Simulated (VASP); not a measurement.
LiCl (rocksalt type): single point with PBE

The system is LiCl (rocksalt type).

```
Li Cl
1.0
     0.00000    2.57485    2.57485
     2.57485    0.00000    2.57485
     2.57485    2.57485    0.00000
Li Cl
1 1
Direct
  0.00000 0.00000 0.00000
  0.50000 0.50000 0.50000
```

```yaml
Program: VASP 6.6.1
Task: single point
Functional: PBE
Potentials_or_basis: VASP PAW PBE potentials, release 64 (Li_sv, Cl)
Cutoff: 520 eV
k_mesh: 14 × 14 × 14
Occupations: fermi-dirac, width 0.05 eV
Spin: no spin polarisation
```

* Band gap on the k mesh: 6.27 eV

Levels at points of the mesh, in eV from the valence-band top:
| k point | band 3 | band 4 | band 5 | band 6 | band 7 | band 8 |
| --- | --- | --- | --- | --- | --- | --- |
| (0.00, 0.00, 0.00) | 0.00 | 0.00 | 0.00 | 6.27 | 11.93 | 11.93 |
| (0.50, 0.00, 0.00) | -2.77 | -0.25 | -0.25 | 6.74 | 9.49 | 9.49 |
| (0.50, 0.50, 0.00) | -2.84 | -1.08 | -1.08 | 7.86 | 8.31 | 12.34 |

It took 61 s on 1 thread of Intel Xeon 8259CL, on a shared host, peak memory 0.17 GiB.

 A k mesh can miss the band edges.
